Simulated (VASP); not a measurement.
A run of VASP 6.6.1:

File INCAR:

```
SYSTEM = Y4I
PREC     = Accurate       ! precision mode
ENCUT    = 600            ! plane-wave cutoff, eV
EDIFF    = 1E-7           ! SCF threshold, eV
ISMEAR   = 0              ! smearing method
SIGMA    = 0.1            ! smearing width, eV
LREAL    = .FALSE.        ! projectors in reciprocal space
LASPH    = .TRUE.         ! aspherical terms in the spheres
NELM     = 100            ! most SCF steps
ALGO     = Normal         ! electronic algorithm
ISIF     = 3              ! what is computed and relaxed
LWAVE    = .FALSE.        ! write WAVECAR
LCHARG   = .FALSE.        ! write CHGCAR
GGA      = PE             ! functional
IBRION   = 2              ! ionic algorithm
NSW      = 90             ! ionic steps
EDIFFG   = -0.04          ! ionic threshold
```

The input KPOINTS:

```
regular mesh
0
G
  4 4 6
  0 0 0
```

Contents of POSCAR:

```
Y4I
1.0
    4.0703460500     -4.2741458600      0.0000000000
    4.0703460500      4.2741458600      0.0000000000
    0.0000000000      0.0000000000      3.6550465100
Y I
4 1
Direct
    0.8105999900      0.1894000100      0.5000000000
    0.1894000100      0.8105999900      0.5000000000
    0.2852000000      0.2852000000      0.0000000000
    0.7148000000      0.7148000000      0.0000000000
    0.0000000000      0.0000000000      0.0000000000
```

Potentials or basis: VASP PAW PBE potentials, release 64 (Y_sv, I).

Run with:

```console
$ cat potpaw_PBE.64/Y_sv/POTCAR potpaw_PBE.64/I/POTCAR > POTCAR
$ mpirun -np 1 vasp_std > vasp.out
```

Hardware: 1 thread of Intel(R) Xeon(R) 6975P-C (Granite Rapids), with other jobs on the host.

Q: Estimate the wall time of this run.

A: It took 16 min on 1 thread of Intel(R) Xeon(R) 6975P-C (Granite Rapids) (shared host), peak memory 0.36 GiB. Counts: scf iterations 178, k points 28, ion steps 14.
